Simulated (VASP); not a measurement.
V, 1 atom in the cell. Symmetry: Im-3m, No. 229, cubic system. The conventional cell has a = 2.970 Å, b = 2.970 Å, c = 2.970 Å, α = 90.00°, β = 90.00°, γ = 90.00°. Within 3.4 Å of V (site symmetry m-3m) lie 14 V at 2.57 to 2.97 Å. 

| Quantity | Value |
| --- | --- |
| Program | VASP 6.6.1 |
| Task | single point |
| Functional | HSE06 |
| Potentials or basis | VASP PAW PBE potentials, release 64 (V_sv) |
| Cutoff | 520 eV |
| k mesh | 6 × 6 × 6 |
| Occupations | fermi-dirac, width 0.1 eV |
| Spin | no spin polarisation |
| Dipole correction | no |
| Grid for exact exchange (PRECFOCK) | Normal |
| Further INCAR settings | ALGO = Normal; EDIFF = 1e-06; NBANDS = 12 |
| Share of exact exchange | 0.25 |
| Screening parameter | 0.2079 1/Å |

Potentials or basis: VASP PAW PBE potentials, release 64 (V_sv).

The run is started by

```console
$ cat potpaw_PBE.64/V_sv/POTCAR > POTCAR
$ cp INCAR.step1 INCAR
$ mpirun -np 1 vasp_std > vasp.out
$ cp INCAR.step2 INCAR
$ mpirun -np 1 vasp_std > vasp.out
```

Hardware: 1 thread of AMD EPYC 7R13 (shared host).

**Question.** Estimate the wall time of this run.

**Answer.** It took 15 min on 1 thread of AMD EPYC 7R13, on a shared host, peak memory 0.2 GiB. Counts: k points 16.
